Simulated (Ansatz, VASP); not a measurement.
# One calculation of B, two programs

INCAR

```
PREC = Accurate ; ENCUT = 500
EDIFF = 1E-7 ; ISMEAR = 0
SIGMA = 0.1 ; LREAL = F
LASPH = T ; NELM = 120
ALGO = Normal ; ISIF = 3
LWAVE = F ; LCHARG = F
GGA = PE ; IBRION = 2
NSW = 90 ; EDIFFG = -0.04
GGA_COMPAT = F ; NELMIN = 4
```

Contents of KPOINTS:

```
Automatic mesh
0
Gamma
  8 8 8
```

File POSCAR:

```
B
1.0
    2.4662637900      0.0000000000      0.0000000000
    0.0000000000      2.4662637900      0.0000000000
    0.0000000000      0.0000000000      2.1677235900
B
3
Direct
    0.5000000000      0.0000000000      0.9456100600
    0.0000000000      0.5000000000      0.9456100600
    0.0000000000      0.0000000000      0.7428543600
```

Input for Ansatz:

```yaml
crystal:
  lattice:
    - [2.46626379, 0.0, 0.0]
    - [0.0, 2.46626379, 0.0]
    - [0.0, 0.0, 2.16772359]
  atoms:
    - { symbol: B, position: [0.5, 0.0, 0.94561006] }
    - { symbol: B, position: [0.0, 0.5, 0.94561006] }
    - { symbol: B, position: [0.0, 0.0, 0.74285436] }
basis:
  ecutwfc: 420
kpoints:
  mp_grid: { grid: [8, 8, 8] }
hamiltonian:
  xc: pbe
scf:
  occupations: { method: gaussian, width: 0.1 }
  lower_state_search: "off"
output:
  forces: true
  stress: true
  eigenvalues: true
relax:
  adjacent_minimum: "off"
  f_tol: 0.04
  max_steps: 70
  cell: { stress_tol: 0.4 }
```

Alike in both runs: task relaxation of cell and atoms; functional PBE; k mesh 8 × 8 × 8; occupations gaussian, width 0.1 eV; no spin polarisation.

```csv
,VASP,Ansatz
version,VASP 6.6.1,Ansatz 0.2.0
potentials or method,"VASP PAW PBE potentials, release 64 (B), cutoff 500 eV","scalar-relativistic, plane waves, PAW"
valence electrons in the cell,9,9
```

VASP gave:

```
gap on the k mesh at the Fermi level, each at its own relaxed structure (eV) : none
relaxed volume (Å³/atom)                                                     : 6.52
relaxed cell length with the largest relative difference (Å)                 : 2.689
```

Question: Estimate Ansatz's values.

Answer: gap on the k mesh at the Fermi level, each at its own relaxed structure (eV): none; relaxed volume (Å³/atom): 6.51; relaxed cell length with the largest relative difference (Å): 2.693.

A gap of «none» marks a metal or a gap that the smearing closes.

The k mesh is coarse, so the values compare programs but aren't converged. Noted on VASP's run: the volume moved by over 15 % at a fixed basis, so the end points are rough.
